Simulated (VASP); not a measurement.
A run of VASP 6.6.1 is set up as follows.

Contents of INCAR:

```
SYSTEM = InSe
ALGO = Normal
DIPOL = 0.5 0.5 0.500
EDIFF = 1E-7
ENCUT = 520
GGA = PE
IDIPOL = 3
ISIF = 2
ISMEAR = 0
IVDW = 12
LASPH = .True.
LCHARG = .False.
LDIPOL = .True.
LREAL = .False.
LWAVE = .False.
NBANDS = 27
NELM = 80
PREC = Accurate
SIGMA = 0.02
```

File KPOINTS:

```
k-points
0
Gamma
  12 12 1
  0 0 0
```

POSCAR

```
InSe
1.0
    4.0265600847      0.0000000000      0.0000000000
   -2.0132800424      3.4871033232      0.0000000000
    0.0000000000      0.0000000000     36.7211901288
Se In
2 2
Direct
    0.0000000000      0.0000000000      0.4266547739
    0.0000000000      0.0000000000      0.5733174808
    0.6666666667      0.3333333333      0.4619360802
    0.6666666667      0.3333333333      0.5380362293
```

Potentials or basis: VASP PAW PBE potentials, release 64 (Se, In_d).

Run with:

```bash
$ cat potpaw_PBE.64/Se/POTCAR potpaw_PBE.64/In_d/POTCAR > POTCAR
$ mpirun -np 1 vasp_std > vasp.out
```

Task: What does it give for the band gap on the k mesh?

Result: 1.62 eV, indirect (least direct gap 1.69 eV).

Task: Estimate the dispersion energy per atom.

Result: -0.221 eV.

Forces in eV/Å, atoms in the order of the input:
```
Se   0.000  0.000 -0.014
Se   0.000  0.000  0.014
In   0.000  0.000  0.012
In   0.000  0.000 -0.012
```

Caveat: spin-orbit coupling is left out, which moves the levels of the heavy elements.
